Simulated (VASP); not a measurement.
# Si4Cl: single point with PBE

The system is Si4Cl.

```
Si Cl
1.0
    -2.33375    2.33375    4.99451
     2.33375   -2.33375    4.99451
     2.33375    2.33375   -4.99451
Si Cl
4 1
Cartesian
  0.0000 0.0000 3.6832
  0.0000 0.0000 6.3058
  0.0000 2.3337 0.0000
  2.3337 0.0000 0.0000
  0.0000 0.0000 0.0000
```

The cell was built from a structure type or drawn by symmetry, and may not be a known phase.

```json
{
 "Program": "VASP 6.6.1",
 "Task": "single point",
 "Functional": "PBE",
 "Potentials or basis": "VASP PAW PBE potentials, release 64 (Si, Cl)",
 "Cutoff": "520 eV",
 "k mesh": "6 × 6 × 6",
 "Occupations": "gaussian, width 0.1 eV",
 "Spin": "no spin polarisation"
}
```

```json
{
 "Pressure": "0.1 GPa",
 "Largest force": "0.042 eV/Å",
 "Band gap on the k mesh": "zero (an odd number of electrons rules out a gap without spin polarisation)"
}
```

Forces in eV/Å, atoms in the order of the input:
```
Si   0.000  0.000  0.042
Si   0.000  0.000 -0.042
Si   0.000  0.000  0.000
Si   0.000  0.000  0.000
Cl   0.000  0.000  0.000
```

Stress tensor (GPa, compression positive):
```
0.02 0.00 0.00
0.00 0.02 0.00
0.00 0.00 0.20
```

Levels at points of the mesh, in eV from the Fermi level:
| k point | band 7 | band 8 | band 9 | band 10 | band 11 | band 12 | band 13 | band 14 | band 15 | band 16 |
| --- | --- | --- | --- | --- | --- | --- | --- | --- | --- | --- |
| (0.00, 0.00, 0.00) | -4.77 | -3.09 | -2.65 | -2.65 | -1.37 | -0.13 | -0.13 | 0.17 | 2.13 | 2.63 |
| (0.50, 0.00, 0.00) | -6.03 | -3.93 | -1.89 | -1.51 | -0.74 | 0.34 | 0.78 | 0.82 | 2.33 | 4.13 |
| (0.50, 0.50, 0.00) | -3.31 | -3.10 | -3.03 | -1.91 | -1.52 | 0.86 | 1.23 | 2.42 | 2.42 | 3.25 |
| (0.50, 0.50, 0.50) | -4.48 | -2.78 | -2.78 | -2.09 | 0.15 | 0.92 | 1.06 | 1.06 | 2.01 | 2.78 |

It took 2.8 min on 1 thread of Intel Xeon 8259CL, with other jobs on the host, peak memory 0.32 GiB.

Caveat: an odd number of electrons without spin polarisation forces a metal; a magnetic or distorted state may lie lower.
